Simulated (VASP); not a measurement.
Input of a VASP 6.6.1 run:

The input INCAR:

```
  ALGO = Fast
  EDIFF = 1E-6
  ENCUT = 520
  GGA = PE
  ISIF = 2
  ISMEAR = 0
  LASPH = True
  LCHARG = False
  LREAL = False
  LWAVE = False
  NBANDS = 25
  NELM = 60
  PREC = Accurate
  SIGMA = 0.1
```

KPOINTS

```
k-points
0
Gamma
  18 18 6
```

File POSCAR:

```
Zr
1.0
    3.2012371911      0.0000000000      0.0000000000
   -1.6006185955      2.7723527310      0.0000000000
    0.0000000000      0.0000000000      7.8374033462
Zr
3
Direct
    0.0000000000      0.0000000000      0.0000000000
    0.3333333333      0.6666666667      0.3333333333
    0.6666666667      0.3333333333      0.6666666667
```

Potentials or basis: VASP PAW PBE potentials, release 64 (Zr_sv).

Command:

```console
$ cat potpaw_PBE.64/Zr_sv/POTCAR > POTCAR
$ mpirun -np 1 vasp_std > vasp.out
```

Problem. Estimate the band gap on the k mesh.

Solution. Zero (band 18 reaches 9.91 eV, above the bottom of band 19 at 8.37 eV).

Problem. Estimate the pressure.

Solution. 0.0 GPa.
